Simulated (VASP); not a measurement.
A run of VASP 6.6.1 is set up as follows.

The input INCAR:

```
ALGO = Normal
EDIFF = 1E-6
ENCUT = 520
GGA = PE
ISIF = 2
ISMEAR = 0
LASPH = T
LCHARG = F
LREAL = F
LWAVE = F
NBANDS = 23
NELM = 100
PREC = Accurate
SIGMA = 0.1
```

File KPOINTS:

```
k-points
0
Gamma
  12 12 4
```

POSCAR

```
Cs2Si3
1.0
    3.9180356358      0.0000000000      0.0000000000
   -1.9590178179      3.3931183935      0.0000000000
    0.0000000000      0.0000000000     12.6880481753
Cs Si
2 3
Direct
    0.3333333333      0.6666666667      0.2273821062
    0.6666666667      0.3333333333      0.7726178938
    0.0000000000      0.0000000000      0.0000000000
    0.3333333333      0.6666666667      0.5263984232
    0.6666666667      0.3333333333      0.4736015768
```

Potentials or basis: VASP PAW PBE potentials, release 64 (Cs_sv, Si).

Run with:

```bash
$ cat potpaw_PBE.64/Cs_sv/POTCAR potpaw_PBE.64/Si/POTCAR > POTCAR
$ mpirun -np 1 vasp_std > vasp.out
```

Q: Predict the largest force.

A: 0.004 eV/Å.

Q: Estimate the pressure.

A: 0.0 GPa.

Q: Predict the band gap on the k mesh.

A: Zero (bands 15 and 16 overlap by 1.86 eV).

Forces in eV/Å, atoms in the order of the input:
```
Cs   0.000  0.000 -0.001
Cs   0.000  0.000  0.001
Si   0.000  0.000  0.000
Si   0.000  0.000 -0.004
Si   0.000  0.000  0.004
```

Caveat: spin-orbit coupling is left out, which moves the levels of the heavy elements.
